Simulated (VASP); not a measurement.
# LiCl (P-6m2) in VASP: single point with PBE

Aim: the single point of LiCl with PBE.

All numbers are computed with VASP 6.6.1; they aren't measurements. Logs are shortened: lines on timing, memory, paths and dates and some standing lists are left out, and cuts for length are marked.

## Step 1: The cell of the first run

It takes space group P-6m2 (No. 187, hexagonal). The conventional cell has a = 3.587 Å, b = 3.587 Å, c = 25.604 Å, α = 90.00°, β = 90.00°, γ = 120.00°. Within 3.4 Å of Li (site symmetry 3m) lie 6 Cl at 2.56 Å. Li (site symmetry 3m) has 6 Cl at 2.64 Å and 6 Li at 3.59 Å within 3.6 Å. Within 3.6 Å of Li (site symmetry 3m) lie 6 Cl at 2.64 Å and 6 Li at 3.59 Å. Li (site symmetry -6m2) has 6 Cl at 2.64 Å and 6 Li at 3.59 Å within 3.6 Å. Within 3.6 Å of Li (site symmetry -6m2) lie 6 Cl at 2.64 Å and 6 Li at 3.59 Å. Cl (site symmetry 3m) has 6 Li at 2.56 to 2.64 Å and 1 Cl at 3.27 Å within 3.4 Å. Within 3.6 Å of Cl (site symmetry 3m) lie 6 Li at 2.64 Å and 8 Cl at 3.27 to 3.59 Å. Within 3.6 Å of Cl (site symmetry 3m) lie 6 Li at 2.64 Å and 8 Cl at 3.27 to 3.59 Å.

## Step 2: Single point, PBE

File INCAR:

```
SYSTEM = LiCl
PREC = Accurate
ENCUT = 520
EDIFF = 1E-7
ISMEAR = 0
SIGMA = 0.02
LREAL = Auto
LASPH = .TRUE.
NELM = 100
ALGO = Fast
ISIF = 2
LWAVE = .FALSE.
LCHARG = .FALSE.
GGA = PE
NBANDS = 54
```

File KPOINTS:

```
regular mesh
0
G
  9 9 2
  0 0 0
```

File POSCAR:

```
LiCl
1.0
    3.5868733237      0.0000000000      0.0000000000
   -1.7934366619      3.1063234185      0.0000000000
    0.0000000000      0.0000000000     25.6037239732
Li Cl
8 8
Direct
    0.0000000000      0.0000000000     -0.0027384376
    0.3333333333      0.6666666667      0.1195249588
    0.0000000000      0.0000000000      0.2472589394
    0.3333333333      0.6666666667      0.3750000000
    0.0000000000      0.0000000000      0.5027410606
    0.3333333333      0.6666666667      0.6304750412
    0.0000000000      0.0000000000      0.7527384376
    0.6666666667      0.3333333333      0.8750000000
    0.6666666667      0.3333333333      0.0557513193
    0.6666666667      0.3333333333      0.1833849548
    0.6666666667      0.3333333333      0.3111290599
    0.6666666667      0.3333333333      0.4388709401
    0.6666666667      0.3333333333      0.5666150452
    0.6666666667      0.3333333333      0.6942486807
    0.3333333333      0.6666666667      0.8112341590
    0.3333333333      0.6666666667      0.9387658410
```

Potentials or basis: VASP PAW PBE potentials, release 64 (Li_sv, Cl).

Command:

```
> cat potpaw_PBE.64/Li_sv/POTCAR potpaw_PBE.64/Cl/POTCAR > POTCAR
> mpirun -np 1 vasp_std > vasp.out
```

OUTCAR:

```text
SYSTEM = LiCl
   PREC = Accurate
   ENCUT = 520
   EDIFF = 1E-7
   ISMEAR = 0
   LREAL = Auto
   LASPH = .TRUE.
   NELM = 100
   ISIF = 2
   GGA = PE

 ion  position               nearest neighbor table
   1  0.000  0.000  0.997-   9 2.56   9 2.56   9 2.56  16 2.56  16 2.56  16 2.56
   2  0.333  0.667  0.120-
   3  0.000  0.000  0.247-
   4  0.333  0.667  0.375-
   5  0.000  0.000  0.503-
   6  0.333  0.667  0.630-
   7  0.000  0.000  0.753-  14 2.56  14 2.56  14 2.56  15 2.56  15 2.56  15 2.56
   8  0.667  0.333  0.875-
   9  0.667  0.333  0.056-   1 2.56   1 2.56   1 2.56
  10  0.667  0.333  0.183-
  11  0.667  0.333  0.311-
  12  0.667  0.333  0.439-
  13  0.667  0.333  0.567-
  14  0.667  0.333  0.694-   7 2.56   7 2.56   7 2.56
  15  0.333  0.667  0.811-   7 2.56   7 2.56   7 2.56
  16  0.333  0.667  0.939-   1 2.56   1 2.56   1 2.56

  LATTYP: Found a hexagonal cell.
 ALAT       =     3.5868733237
 C/A-ratio  =     7.1381734627

  Lattice vectors:

 A1 = (   3.5868733237,   0.0000000000,   0.0000000000)
 A2 = (  -1.7934366619,   3.1063234185,   0.0000000000)
 A3 = (   0.0000000000,   0.0000000000,  25.6037239732)

Analysis of symmetry for initial positions (statically):
=====================================================================
 Subroutine PRICEL returns:
 Original cell was already a primitive cell.

 Routine SETGRP: Setting up the symmetry group for a
 hexagonal supercell.

 Subroutine GETGRP returns: Found 12 space group operations
 (whereof  6 operations were pure point group operations)
 out of a pool of 24 trial point group operations.

The static configuration has the point symmetry C_3v.
 The point group associated with its full space group is D_3h.

Analysis of symmetry for dynamics (positions and initial velocities):
=====================================================================
 Subroutine PRICEL returns:
 Original cell was already a primitive cell.

 Routine SETGRP: Setting up the symmetry group for a
 hexagonal supercell.

 Subroutine GETGRP returns: Found 12 space group operations
 (whereof  6 operations were pure point group operations)
 out of a pool of 24 trial point group operations.

The dynamic configuration has the point symmetry C_3v.
 The point group associated with its full space group is D_3h.

 Subroutine INISYM returns: Found 12 space group operations
 (whereof  6 operations are pure point group operations),
 and found     1 'primitive' translations

----------------------------------------------------------------------------------------

                                     Primitive cell

  volume of cell :     285.2764

  direct lattice vectors                    reciprocal lattice vectors
     3.586873324  0.000000000  0.000000000     0.278794345  0.160961990  0.000000000
    -1.793436662  3.106323419  0.000000000     0.000000000  0.321923981  0.000000000
     0.000000000  0.000000000 25.603723973     0.000000000  0.000000000  0.039056818

  length of vectors
     3.586873324  3.586873324 25.603723973     0.321923981  0.321923981  0.039056818

  position of ions in fractional coordinates (direct lattice)
     0.000000000  0.000000000  0.997261562
     0.333333333  0.666666667  0.119524959
     0.000000000  0.000000000  0.247258939
     0.333333333  0.666666667  0.375000000
     0.000000000  0.000000000  0.502741061
     0.333333333  0.666666667  0.630475041
[... 8 lines left out ...]
     0.333333333  0.666666667  0.811234159
     0.333333333  0.666666667  0.938765841

  ion indices of the primitive-cell ions
   primitive index   ion index
                 1           1
                 2           2
                 3           3
                 4           4
                 5           5
                 6           6
[... 8 lines left out ...]
                15          15
                16          16

----------------------------------------------------------------------------------------

 KPOINTS: regular mesh

Automatic generation of k-mesh.
 Grid dimensions read from file:
 generate k-points for:    9    9    2

 Generating k-lattice:

  Cartesian coordinates                     Fractional coordinates (reciprocal lattice)
     0.030977149  0.017884666  0.000000000     0.111111111 -0.000000000  0.000000000
     0.000000000  0.035769331  0.000000000     0.000000000  0.111111111  0.000000000
     0.000000000  0.000000000  0.019528409     0.000000000  0.000000000  0.500000000

  Length of vectors
     0.035769331  0.035769331  0.019528409

  Shift w.r.t. Gamma in fractional coordinates (k-lattice)
     0.000000000  0.000000000  0.000000000

 Subroutine IBZKPT returns following result:
 ===========================================

 Found     24 irreducible k-points:

 Following reciprocal coordinates:
            Coordinates               Weight
  0.000000  0.000000  0.000000      1.000000
  0.111111 -0.000000  0.000000      6.000000
  0.222222  0.000000  0.000000      6.000000
  0.333333  0.000000  0.000000      6.000000
  0.444444  0.000000  0.000000      6.000000
  0.111111  0.111111  0.000000      6.000000
[... 16 lines left out ...]
  0.333333  0.222222  0.500000     12.000000
  0.333333  0.333333  0.500000      2.000000
   k-points           NKPTS =     24   k-points in BZ     NKDIM =     24   number of bands    NBANDS=     54
   number of dos      NEDOS =    301   number of ions     NIONS =     16
   total plane-waves  NPLWV = 150528
   dimension x,y,z NGX =    28 NGY =   28 NGZ =  192
   dimension x,y,z NGXF=    56 NGYF=   56 NGZF=  384
   ions per type =               8   8
   NGX,Y,Z   is equivalent  to a cutoff of  12.98, 12.98, 12.47 a.u.
   NGXF,Y,Z  is equivalent  to a cutoff of  25.96, 25.96, 24.93 a.u.
 SYSTEM =  LiCl
   PREC   = accura    normal or accurate (medium, high low for compatibility)
   ISTART =      0    job   : 0-new  1-cont  2-samecut
   ICHARG =      2    charge: 1-file 2-atom 10-const
   ISPIN  =      1    spin polarized calculation?
   LNONCOLLINEAR =      F non collinear calculations
   LSORBIT =      F    spin-orbit coupling
   LASPH  =      T    aspherical Exc in radial PAW
   ENCUT  =  520.0 eV  38.22 Ry    6.18 a.u.   6.67  6.67 47.61*2*pi/ulx,y,z
   NELM   =    100;   NELMIN=  2; NELMDL= -5     # of ELM steps
   EDIFF  = 0.1E-06   stopping-criterion for ELM
   LREAL  =      T    real-space projection
   EDIFFG = 0.1E-05   stopping-criterion for IOM
   NSW    =      0    number of steps for IOM
   IBRION =     -1    ionic relax: 0-MD 1-quasi-New 2-CG
   NFREE  =      0    steps in history (QN), initial steepest desc. (CG)
   ISIF   =      2    stress and relaxation
   ISYM   =      2    0-nonsym 1-usesym 2-fastsym
   POTIM  = 0.5000    time-step for ionic-motion
   TEBEG  =    0.0;   TEEND  =   0.0 temperature during run
   PSTRESS=    0.0 pullay stress
   NELECT =      80.0000    total number of electrons
   NUPDOWN=      -1.0000    fix difference up-down
   EMIN   =  10.00;   EMAX   =-10.00  energy-range for DOS
   EFERMI =   0.00;   METHOD = LEGACY
   ISMEAR =     0;   SIGMA  =   0.02  broadening in eV -4-tet -1-fermi 0-gaus
   EFERMI_NEDOS =   21; number of points for ismear=-14 and -15
   IALGO  =     68    algorithm
   IMIX   =      4    mixing-type and parameters
     AMIX     =   0.40;   BMIX     =  1.00
     AMIX_MAG =   1.60;   BMIX_MAG =  1.00
  volume/ion in A,a.u.               =      17.83       120.32
  Fermi-wavevector in a.u.,A,eV,Ry     =   1.071559  2.024953 15.622745  1.148239
  Thomas-Fermi vector in A             =   2.207303
   LORBIT       =      0    0 simple, 1 ext, 2 COOP (PROOUT), +10 PAW based schemes
   GGA     = PE    functional components
   LHFCALC =     F    Hartree Fock is set to
   AEXX    =    0.0000 exact exchange contribution
   IVDW    =     0    specifies the selected vdW correction
   LEPSILON=     F    determine dielectric tensor
   LRPA    =     F    only Hartree local field effects (RPA)
 non-spin polarized calculation
 RMM-DIIS sequential band-by-band and
 Gauss-broadening in eV      SIGMA  =   0.02
  energy-cutoff  :      520.00
  volume of cell :      285.28
 maximum number of plane-waves:      7751
 NGX is ok and might be reduce to    28
   NGX = 13   NGY = 13   NGZ = 95

 number of electron      79.9999954 magnetization

 Free energy of the ion-electron system (eV)
  ---------------------------------------------------
  ext. energy  EPLUGINS =         0.00000000
  ---------------------------------------------------
  free energy    TOTEN  =       -57.84986958 eV

  energy without entropy =      -57.84986958  energy(sigma->0) =      -57.84986958

 E-fermi :   0.7743     XC(G=0):  -8.4567

 val. band max:        0.6298389038   @ k =   0.3333   0.3333   0.0000
 cond. band min:       6.0109774681   @ k =   0.0000   0.0000   0.0000
 fundamental gap:      5.3811385643
 Fermi energy:         0.7742791853

 k-point     1 :       0.0000    0.0000    0.0000
  band No.  band energies     occupation
      1     -43.6121      2.00000
      2     -43.6116      2.00000
      3     -43.6113      2.00000
      4     -43.6061      2.00000
      5     -43.6061      2.00000
      6     -43.6005      2.00000
[... 44 lines left out ...]
     51      10.2900      0.00000
     52      10.5226      0.00000

 k-point     2 :       0.1111   -0.0000    0.0000
  band No.  band energies     occupation
      1     -43.6119      2.00000
      2     -43.6114      2.00000
      3     -43.6111      2.00000
      4     -43.6058      2.00000
      5     -43.6058      2.00000
      6     -43.6003      2.00000
[... 44 lines left out ...]
     51      10.2995      0.00000
     52      10.3612      0.00000

 k-point     3 :       0.2222    0.0000    0.0000
  band No.  band energies     occupation
      1     -43.6113      2.00000
      2     -43.6108      2.00000
      3     -43.6106      2.00000
      4     -43.6053      2.00000
      5     -43.6053      2.00000
      6     -43.5997      2.00000
[... 44 lines left out ...]
     51       9.3946      0.00000
     52       9.5881      0.00000
[... 1046 lines left out ...]
 k-point    23 :       0.3333    0.2222    0.5000
  band No.  band energies     occupation
      1     -43.6099      2.00000
      2     -43.6096      2.00000
      3     -43.6096      2.00000
      4     -43.6041      2.00000
      5     -43.6041      2.00000
      6     -43.5985      2.00000
[... 44 lines left out ...]
     51       9.6538      0.00000
     52       9.8780      0.00000

 k-point    24 :       0.3333    0.3333    0.5000
  band No.  band energies     occupation
      1     -43.6098      2.00000
      2     -43.6095      2.00000
      3     -43.6095      2.00000
      4     -43.6040      2.00000
      5     -43.6040      2.00000
      6     -43.5984      2.00000
[... 44 lines left out ...]
     51      10.1375      0.00000
     52      10.4081      0.00000
 [bands above 52 left out]

------------------------ aborting loop because EDIFF is reached ----------------------------------------

  FORCE on cell =-STRESS in cart. coord.  units (eV):
  Direction    XX          YY          ZZ          XY          YZ          ZX
  --------------------------------------------------------------------------------------
  -------------------------------------------------------------------------------------
  Total       -0.1936992     -0.1936992     -0.1804527      0.0000000      0.0000000      0.0000000
  in kB       -1.0878590     -1.0878590     -1.0134638      0.0000000      0.0000000      0.0000000
  external PRESSURE =      -1.0630606 kB  Pullay stress =       0.0000000 kB

 VOLUME and BASIS-vectors are now :
 -----------------------------------------------------------------------------
  energy-cutoff  :      520.00
  volume of cell :      285.28
      direct lattice vectors                 reciprocal lattice vectors
     3.586873324  0.000000000  0.000000000     0.278794345  0.160961990  0.000000000
    -1.793436662  3.106323419  0.000000000     0.000000000  0.321923981  0.000000000
     0.000000000  0.000000000 25.603723973     0.000000000  0.000000000  0.039056818

 POSITION                                       TOTAL-FORCE (eV/Angst)
 -----------------------------------------------------------------------------------
      0.00000      0.00000     25.53361        -0.000000      0.000000     -0.002050
     -0.00000      2.07088      3.06028         0.000000     -0.000000      0.000633
      0.00000      0.00000      6.33075        -0.000000      0.000000     -0.001622
     -0.00000      2.07088      9.60140         0.000000     -0.000000      0.000000
      0.00000      0.00000     12.87204        -0.000000      0.000000      0.001622
     -0.00000      2.07088     16.14251         0.000000     -0.000000     -0.000633
[... 8 lines left out ...]
     -0.00000      2.07088     20.77062        -0.000000      0.000000     -0.000453
     -0.00000      2.07088     24.03590        -0.000000      0.000000      0.000453
 -----------------------------------------------------------------------------------
    total drift:                                0.000000     -0.000000     -0.000000

  FREE ENERGIE OF THE ION-ELECTRON SYSTEM (eV)
  ---------------------------------------------------
  free  energy   TOTEN  =       -57.8498695776 eV

  energy  without entropy=      -57.8498695776  energy(sigma->0) =      -57.84986958
```

It took 19 min on 1 thread of Intel Xeon Platinum 8488C (Sapphire Rapids), shared host; peak memory 0.48 GiB.

What came out:

```
Free energy            : -57.8499 eV
Band gap on the k mesh : 5.38 eV (least direct gap 5.43 eV)
```

Forces on the atoms (eV/Å):
```
Li   0.000  0.000 -0.002
Li   0.000  0.000  0.001
Li   0.000  0.000 -0.002
Li   0.000  0.000  0.000
Li   0.000  0.000  0.002
Li   0.000  0.000 -0.001
Li   0.000  0.000  0.002
Li   0.000  0.000  0.000
Cl   0.000  0.000  0.000
Cl   0.000  0.000 -0.001
Cl   0.000  0.000  0.000
Cl   0.000  0.000  0.000
Cl   0.000  0.000  0.001
Cl   0.000  0.000  0.000
Cl   0.000  0.000  0.000
Cl   0.000  0.000  0.000
```

Levels at points of the mesh, in eV from the valence-band top:
```tsv
k point	band 36	band 37	band 38	band 39	band 40	band 41	band 42	band 43	band 44	band 45
(0.00, 0.00, 0.00)	-0.14	-0.12	-0.12	-0.05	-0.05	5.38	5.79	5.92	6.36	6.64
(0.00, 0.00, 0.50)	-0.17	-0.10	-0.10	-0.05	-0.05	5.42	5.65	6.12	6.22	6.66
```

Caveat: the cutoff is under 1.25 times the usual one of these potentials, so pressure, stress and relaxed cells hold a basis-set (Pulay) error; an odd mesh through Γ misses points on the zone boundary, where band edges can lie.
